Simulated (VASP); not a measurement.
LuTlS2, 4 atoms in the cell. The structure is trigonal, space group R-3m (No. 166). Conventional cell: a = 3.920 Å, b = 3.920 Å, c = 22.505 Å, α = 90.00°, β = 90.00°, γ = 120.00°. Within 3.5 Å of Lu (site symmetry -3m) lie 6 S at 2.69 Å. Within 4.2 Å of Tl (site symmetry -3m) lie 6 S at 3.23 Å and 6 Tl at 3.92 Å. Within 3.5 Å of S (site symmetry 3m) lie 3 Lu at 2.69 Å and 3 Tl at 3.23 Å. 

```yaml
Program: VASP 6.6.1
Task: single point
Functional: LDA
Potentials_or_basis: VASP PAW PBE potentials, release 64 (Lu, Tl_d, S)
Cutoff: 520 eV
k_mesh: 6 × 6 × 6
Occupations: gaussian, width 0.01 eV
Spin: no spin polarisation
Dipole_correction: no
Further_INCAR_settings: ALGO = Normal; EDIFF = 1e-07; NBANDS = 33
```

Potentials or basis: VASP PAW PBE potentials, release 64 (Lu, Tl_d, S).

Launch:

```console
$ cat potpaw_PBE.64/Lu/POTCAR potpaw_PBE.64/Tl_d/POTCAR potpaw_PBE.64/S/POTCAR > POTCAR
$ mpirun -np 1 vasp_std > vasp.out
```

Hardware: 1 thread of Intel(R) Xeon(R) Platinum 8559C (Emerald Rapids) (shared host).

**Question.** How long does it take, and how much memory?

**Answer.** It took 5.2 min on 1 thread of Intel(R) Xeon(R) Platinum 8559C (Emerald Rapids), with other jobs on the host, peak memory 0.43 GiB. Counts: scf iterations 15, k points 32.
